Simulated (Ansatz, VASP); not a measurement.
## Two plane-wave programs on PtSe2

The input INCAR:

```
PREC = Accurate
ENCUT = 520
EDIFF = 1E-7
ISMEAR = 0
SIGMA = 0.15
LREAL = False
LASPH = True
NELM = 80
ALGO = Normal
ISIF = 2
LWAVE = False
LCHARG = False
GGA = PE
IVDW = 12
NBANDS = 18
```

KPOINTS

```
Automatic mesh
0
Gamma
  12 12 10
```

The input POSCAR:

```
PtSe2
1.0
    3.7717024303      0.0000000000      0.0000000000
   -1.8858512152      3.2663901202      0.0000000000
    0.0000000000      0.0000000000      4.8218263543
Pt Se
1 2
Direct
    0.0000000000      0.0000000000      0.0000000000
    0.3333333333      0.6666666667      0.2655437501
    0.6666666667      0.3333333333      0.7344562499
```

Input for Ansatz:

```yaml
crystal:
  lattice:
    - [3.7717024303, 0.0, 0.0]
    - [-1.8858512152, 3.2663901202, 0.0]
    - [0.0, 0.0, 4.8218263543]
  atoms:
    - { symbol: Pt, position: [0.0, 0.0, 0.0] }
    - { symbol: Se, position: [0.3333333333, 0.6666666667, 0.2655437501] }
    - { symbol: Se, position: [0.6666666667, 0.3333333333, 0.7344562499] }
basis:
  ecutwfc: 420
kpoints:
  mp_grid: { grid: [12, 12, 10] }
hamiltonian:
  xc: pbe
  dispersion: d3bj
scf:
  occupations: { method: gaussian, width: 0.15 }
output:
  forces: true
  stress: true
  eigenvalues: true
  write_density: true
  write_potential: true
  elf: true
  volumetric_format: npy
```

Alike in both runs: task single point; functional PBE; dispersion D3(BJ); k mesh 12 × 12 × 10; occupations gaussian, width 0.15 eV; no spin polarisation.

|  | VASP | Ansatz |
| --- | --- | --- |
| version | VASP 6.6.1 | Ansatz 0.2.0 |
| potentials or method | VASP PAW PBE potentials, release 64 (Pt, Se), cutoff 520 eV | scalar-relativistic, plane waves, PAW |
| valence electrons in the cell | 22 | 50 |

```csv
,VASP,Ansatz,Ansatz less VASP
gap on the k mesh at the Fermi level (eV),none,none,-
pressure (GPa),0.0,0.0,+0.03
```

A gap of «none» marks a metal or a gap that the smearing closes. VASP's potentials hold 22 valence electrons a cell and Ansatz's 50, so a difference there can come from the potentials and not from the codes.

Spin-orbit coupling is off throughout.
